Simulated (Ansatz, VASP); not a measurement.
**Two plane-wave programs on Si2W**

File INCAR:

```
SYSTEM = Si2W
PREC = Accurate
ENCUT = 520
EDIFF = 1E-6
ISMEAR = -1
SIGMA = 0.05
LREAL = .False.
LASPH = .True.
NELM = 60
ALGO = Normal
ISIF = 2
LWAVE = .False.
LCHARG = .False.
GGA = PS
NBANDS = 18
```

KPOINTS

```
regular mesh
0
Gamma
  12 12 12
  0 0 0
```

File POSCAR:

```
Si2W
1.0
   -1.6175420320      1.6175420320      3.9408775768
    1.6175420320     -1.6175420320      3.9408775768
    1.6175420320      1.6175420320     -3.9408775768
W Si
1 2
Direct
    0.0000000000      0.0000000000      0.0000000000
    0.6653000000      0.6653000000      0.0000000000
    0.3347000000      0.3347000000      0.0000000000
```

The input input.yaml:

```yaml
crystal:
  lattice:
    - [-1.617542032, 1.617542032, 3.9408775768]
    - [1.617542032, -1.617542032, 3.9408775768]
    - [1.617542032, 1.617542032, -3.9408775768]
  atoms:
    - { symbol: W, position: [0.0, 0.0, 0.0] }
    - { symbol: Si, position: [0.6653, 0.6653, 0.0] }
    - { symbol: Si, position: [0.3347, 0.3347, 0.0] }
hamiltonian:
  xc: pbesol
  pseudopotentials: { kind: paw }
kpoints:
  mp_grid: { grid: [12, 12, 12] }
scf:
  occupations: { method: fermi_dirac, width: 0.05 }
output:
  forces: true
  stress: true
  eigenvalues: true
  write_density: true
  write_potential: true
  elf: true
  volumetric_format: npy
```

Alike in both runs: task single point; functional PBEsol; k mesh 12 × 12 × 12; occupations fermi-dirac, width 0.05 eV; no spin polarisation.

|  | VASP | Ansatz |
| --- | --- | --- |
| version | VASP 6.6.1 | Ansatz 0.2.0 |
| potentials or method | VASP PAW PBE potentials, release 64 (W_sv, Si) | Ansatz PAW |
| plane-wave cutoff (eV) | 520 | 420 |
| valence electrons in the cell | 22 | 22 |

```csv
,VASP,Ansatz,Ansatz less VASP
gap on the k mesh at the Fermi level (eV),none,none,-
pressure (GPa),-6.0,-6.3,-0.26
rms of the force components (eV/Å),0.012,0.014,+0.0022
```

VASP's potentials were made for PBE, not for PBEsol. Atom by atom the forces differ by 0.002 eV/Å (rms over components). A gap of «none» marks a metal or a gap that the smearing closes.

Neither program's run includes spin-orbit coupling.
